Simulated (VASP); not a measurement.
# Cd (I4/mmm) in VASP: further runs

Runs on Cd. Level: PBEsol. Tasks: single point.

Program: VASP 6.6.1. These are calculated values, not measurements. Logs are shortened: lines on timing, memory, paths and dates and some standing lists are left out, and cuts for length are marked.

**1. The cell of the first run**

It takes space group I4/mmm (No. 139, tetragonal). Conventional cell: a = 3.231 Å, b = 3.231 Å, c = 4.303 Å, α = 90.00°, β = 90.00°, γ = 90.00°. Cd (site symmetry 4/mmm) has 12 Cd at 3.14 to 3.23 Å within 4.1 Å.

**2. Single point, PBEsol (strain +0.030 along x and y, -0.030 along z)**

Contents of INCAR:

```
SYSTEM = Cd
ALGO = Fast
EDIFF = 1E-7
ENCUT = 520
GGA = PS
ISIF = 2
ISMEAR = 0
LASPH = .TRUE.
LCHARG = .TRUE.
LELF = .TRUE.
LREAL = .FALSE.
LVHAR = .TRUE.
LWAVE = .FALSE.
NBANDS = 12
NELM = 100
PREC = Accurate
SIGMA = 0.15
```

Contents of KPOINTS:

```
k-points
0
G
  18 18 18
  0 0 0
```

Contents of POSCAR:

```
Cd
1.0
    0.0000000000      2.2846942425      2.1516052575
    2.2846942425      0.0000000000      2.1516052575
    2.2846942425      2.2846942425      0.0000000000
Cd
1
Direct
    0.0000000000      0.0000000000      0.0000000000
```

Potentials or basis: VASP PAW PBE potentials, release 64 (Cd).

Started as:

```console
$ cat potpaw_PBE.64/Cd/POTCAR > POTCAR
$ mpirun -np 1 vasp_std > vasp.out
```

OUTCAR:

```text
SYSTEM = Cd
   EDIFF = 1E-7
   ENCUT = 520
   GGA = PS
   ISIF = 2
   ISMEAR = 0
   LASPH = .TRUE.
   LREAL = .FALSE.
   NELM = 100
   PREC = Accurate

 ion  position               nearest neighbor table
   1  0.000  0.000  0.000-

  LATTYP: Found a body centered tetragonal cell.
 ALAT       =     3.2310455836
 C/A-ratio  =     1.3318321898

  Lattice vectors:

 A1 = (   0.0000000000,  -2.2846942425,  -2.1516052575)
 A2 = (   0.0000000000,   2.2846942425,  -2.1516052575)
 A3 = (   2.2846942425,   0.0000000000,   2.1516052575)

Analysis of symmetry for initial positions (statically):
=====================================================================
 Subroutine PRICEL returns:
 Original cell was already a primitive cell.

 Routine SETGRP: Setting up the symmetry group for a
 body centered tetragonal supercell.

 Subroutine GETGRP returns: Found 16 space group operations
 (whereof 16 operations were pure point group operations)
 out of a pool of 16 trial point group operations.

The static configuration has the point symmetry D_4h.

Analysis of symmetry for dynamics (positions and initial velocities):
=====================================================================
 Subroutine PRICEL returns:
 Original cell was already a primitive cell.

 Routine SETGRP: Setting up the symmetry group for a
 body centered tetragonal supercell.

 Subroutine GETGRP returns: Found 16 space group operations
 (whereof 16 operations were pure point group operations)
 out of a pool of 16 trial point group operations.

The dynamic configuration has the point symmetry D_4h.

 Subroutine INISYM returns: Found 16 space group operations
 (whereof 16 operations are pure point group operations),
 and found     1 'primitive' translations

----------------------------------------------------------------------------------------

                                     Primitive cell

  volume of cell :      22.4620

  direct lattice vectors                    reciprocal lattice vectors
     0.000000000  2.284694243  2.151605257    -0.218847665  0.218847665  0.232384634
     2.284694243  0.000000000  2.151605257     0.218847665 -0.218847665  0.232384634
     2.284694243  2.284694243  0.000000000     0.218847665  0.218847665 -0.232384634

  length of vectors
     3.138348764  3.138348764  3.231045584     0.387028706  0.387028706  0.387028706

[... 83 lines left out ...]
   NFREE  =      0    steps in history (QN), initial steepest desc. (CG)
   ISIF   =      2    stress and relaxation
   ISYM   =      2    0-nonsym 1-usesym 2-fastsym
   POTIM  = 0.5000    time-step for ionic-motion
   TEBEG  =    0.0;   TEEND  =   0.0 temperature during run
   PSTRESS=    0.0 pullay stress
   NELECT =      12.0000    total number of electrons
   NUPDOWN=      -1.0000    fix difference up-down
   EMIN   =  10.00;   EMAX   =-10.00  energy-range for DOS
   EFERMI =   0.00;   METHOD = LEGACY
   ISMEAR =     0;   SIGMA  =   0.15  broadening in eV -4-tet -1-fermi 0-gaus
   EFERMI_NEDOS =   21; number of points for ismear=-14 and -15
   IALGO  =     68    algorithm
   IMIX   =      4    mixing-type and parameters
     AMIX     =   0.40;   BMIX     =  1.00
     AMIX_MAG =   1.60;   BMIX_MAG =  1.00
  volume/ion in A,a.u.               =      22.46       151.58
  Fermi-wavevector in a.u.,A,eV,Ry     =   1.328370  2.510255 24.008382  1.764566
  Thomas-Fermi vector in A             =   2.457612
   LORBIT       =      0    0 simple, 1 ext, 2 COOP (PROOUT), +10 PAW based schemes
   GGA     = PS    functional components
   LHFCALC =     F    Hartree Fock is set to
   AEXX    =    0.0000 exact exchange contribution
   IVDW    =     0    specifies the selected vdW correction
   LEPSILON=     F    determine dielectric tensor
   LRPA    =     F    only Hartree local field effects (RPA)
 non-spin polarized calculation
 RMM-DIIS sequential band-by-band and
 Gauss-broadening in eV      SIGMA  =   0.15
  energy-cutoff  :      520.00
  volume of cell :       22.46
 maximum number of plane-waves:       618
   NGX = 11   NGY = 11   NGZ = 13

 number of electron      11.9999995 magnetization

 Free energy of the ion-electron system (eV)
  ---------------------------------------------------
  ext. energy  EPLUGINS =         0.00000000
  ---------------------------------------------------
  free energy    TOTEN  =        -1.17055561 eV

  energy without entropy =       -1.16672614  energy(sigma->0) =       -1.16864087

 E-fermi :   2.4037     XC(G=0): -11.0124

 val. band max:        2.4001040058   @ k =  -0.3889   0.1667   0.0556
 cond. band min:       2.4288536037   @ k =   0.5000   0.0556   0.1111
 fundamental gap:      0.0287495979
 Fermi energy:         2.4037234879

 k-point     1 :       0.0000    0.0000    0.0000
  band No.  band energies     occupation
      1      -6.5996      2.00000
      2      -6.5996      2.00000
      3      -6.4232      2.00000
      4      -6.1990      2.00000
      5      -6.1610      2.00000
      6      -6.0362      2.00000
      7      16.2827      0.00000
      8      17.0802      0.00000
      9      17.1336      0.00000
     10      17.1336      0.00000
     11      20.3443      0.00000
     12      20.5218      0.00000
[... 331 lines left out ...]
 k-point    24 :      -0.2222    0.0556    0.0000
  band No.  band energies     occupation
      1      -6.7427      2.00000
      2      -6.4991      2.00000
      3      -6.3739      2.00000
      4      -6.1385      2.00000
      5      -6.0128      2.00000
      6      -4.5187      2.00000
      7       9.0798      0.00000
      8      14.4608      0.00000
      9      16.4329      0.00000
     10      16.4485      0.00000
     11      18.9263      0.00000
     12      18.9310      0.00000

 [... further k-points ...]

------------------------ aborting loop because EDIFF is reached ----------------------------------------

  FORCE on cell =-STRESS in cart. coord.  units (eV):
  Direction    XX          YY          ZZ          XY          YZ          ZX
  --------------------------------------------------------------------------------------
  -------------------------------------------------------------------------------------
  Total       -0.4828733     -0.4828733     -0.2874289      0.0000000      0.0000000      0.0000000
  in kB      -34.4425245    -34.4425245    -20.5018117      0.0000000      0.0000000      0.0000000
  external PRESSURE =     -29.7956202 kB  Pullay stress =       0.0000000 kB

 VOLUME and BASIS-vectors are now :
 -----------------------------------------------------------------------------
  energy-cutoff  :      520.00
  volume of cell :       22.46
      direct lattice vectors                 reciprocal lattice vectors
     0.000000000  2.284694243  2.151605257    -0.218847665  0.218847665  0.232384634
     2.284694243  0.000000000  2.151605257     0.218847665 -0.218847665  0.232384634
     2.284694243  2.284694243  0.000000000     0.218847665  0.218847665 -0.232384634

 POSITION                                       TOTAL-FORCE (eV/Angst)
 -----------------------------------------------------------------------------------
      0.00000      0.00000      0.00000         0.000000      0.000000     -0.000000
 -----------------------------------------------------------------------------------
    total drift:                                0.000000     -0.000000      0.000000

  FREE ENERGIE OF THE ION-ELECTRON SYSTEM (eV)
  ---------------------------------------------------
  free  energy   TOTEN  =        -1.1705556086 eV

  energy  without entropy=       -1.1667261388  energy(sigma->0) =       -1.16864087
```

Run time: 72 s. Hardware: 1 thread of Oxide Virtual Turin-like, shared host; peak memory 0.2 GiB.

Results:

* Free energy: -1.1706 eV
* Pressure: -3.0 GPa
* Band gap on the k mesh: zero (bands 6 and 7 overlap by 3.34 eV)

Stress tensor (GPa, compression positive):
```
-3.44  0.00  0.00
 0.00 -3.44  0.00
 0.00  0.00 -2.05
```

Caveat: the cell differs from its parent crystal (strain +0.030 along x and y, -0.030 along z); the PAW data sets were made with another functional, which shifts forces and pressure a little.

**3. Single point, PBEsol (strain +0.030 along x and y, -0.015 along z)**

Contents of INCAR:

```
SYSTEM = Cd
PREC = Accurate ; ENCUT = 520
EDIFF = 1E-7 ; ISMEAR = 0
SIGMA = 0.15 ; LREAL = .False.
LASPH = .True. ; NELM = 80
ALGO = Fast ; ISIF = 2
LWAVE = .False. ; LCHARG = .True.
GGA = PS ; LELF = .True.
LVHAR = .True. ; NBANDS = 12
```

Contents of KPOINTS:

```
regular mesh
0
Gamma
  18 18 18
  0 0 0
```

Contents of POSCAR:

```
Cd
1.0
    0.0000000000      2.2846942425      2.1848775037
    2.2846942425      0.0000000000      2.1848775037
    2.2846942425      2.2846942425      0.0000000000
Cd
1
Direct
    0.0000000000      0.0000000000      0.0000000000
```

Potentials or basis: VASP PAW PBE potentials, release 64 (Cd).

Started as:

```console
$ cat potpaw_PBE.64/Cd/POTCAR > POTCAR
$ mpirun -np 1 vasp_std > vasp.out
```

It took 72 s on 1 thread of Oxide Virtual Turin-like, shared host; peak memory 0.2 GiB.

It converged, with:

* Free energy: -1.1651 eV
* Pressure: -3.6 GPa
* Band gap on the k mesh: zero (bands 6 and 7 overlap by 3.24 eV)

Stress tensor (GPa, compression positive):
```
-3.91  0.00  0.00
 0.00 -3.91  0.00
 0.00  0.00 -2.94
```

Levels at points of the mesh, in eV from the Fermi level:
| k point | band 3 | band 4 | band 5 | band 6 | band 7 | band 8 | band 9 | band 10 |
| --- | --- | --- | --- | --- | --- | --- | --- | --- |
| (0.00, 0.00, 0.00) | -8.80 | -8.53 | -8.43 | -8.41 | 13.82 | 14.53 | 14.58 | 14.58 |
| (0.50, 0.00, 0.00) | -8.82 | -8.16 | -8.10 | -2.11 | -1.33 | 11.70 | 12.18 | 13.44 |
| (0.50, 0.50, 0.00) | -8.15 | -8.03 | -8.03 | -0.26 | 1.88 | 6.21 | 6.21 | 10.27 |
| (0.50, 0.00, 0.50) | -8.15 | -8.09 | -8.00 | -0.84 | 0.97 | 6.84 | 7.00 | 11.05 |

Caveat: the cell differs from its parent crystal (strain +0.030 along x and y, -0.015 along z); the cell stands under tension; the PAW data sets were made with another functional, which shifts forces and pressure a little.

The gap in the log of VASP goes by the Fermi energy; the results here count the filled bands.